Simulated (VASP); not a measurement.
Here is a VASP 6.6.1 calculation.

The input INCAR:

```
PREC = Accurate
ENCUT = 520
EDIFF = 1E-6
ISMEAR = 0
SIGMA = 0.1
LREAL = F
LASPH = T
NELM = 100
ALGO = Normal
ISIF = 2
LWAVE = F
LCHARG = T
GGA = PS
LELF = T
LVHAR = T
NBANDS = 18
```

Contents of KPOINTS:

```
Automatic mesh
0
Gamma
  6 6 6
```

POSCAR

```
HfO2
1.0
    0.0000000000      2.5234995086      2.5234995086
    2.5234995086      0.0000000000      2.5234995086
    2.5234995086      2.5234995086      0.0000000000
Hf O
1 2
Direct
    0.0000000000      0.0000000000      0.0000000000
    0.2500000000      0.2500000000      0.2500000000
    0.7500000000      0.7500000000      0.7500000000
```

Potentials or basis: VASP PAW PBE potentials, release 64 (Hf_pv, O).

Command:

```sh
$ cat potpaw_PBE.64/Hf_pv/POTCAR potpaw_PBE.64/O/POTCAR > POTCAR
$ mpirun -np 1 vasp_std > vasp.out
```

Problem. Predict the pressure.

Solution. -4.2 GPa.

Problem. What does it give for the band gap on the k mesh?

Solution. 3.71 eV, direct.

Caveat: the PAW data sets were made with another functional, which shifts forces and pressure a little; spin-orbit coupling is left out, which moves the levels of the heavy elements. Expect the measured gap to be larger: semilocal functionals such as PBEsol lack the derivative discontinuity.
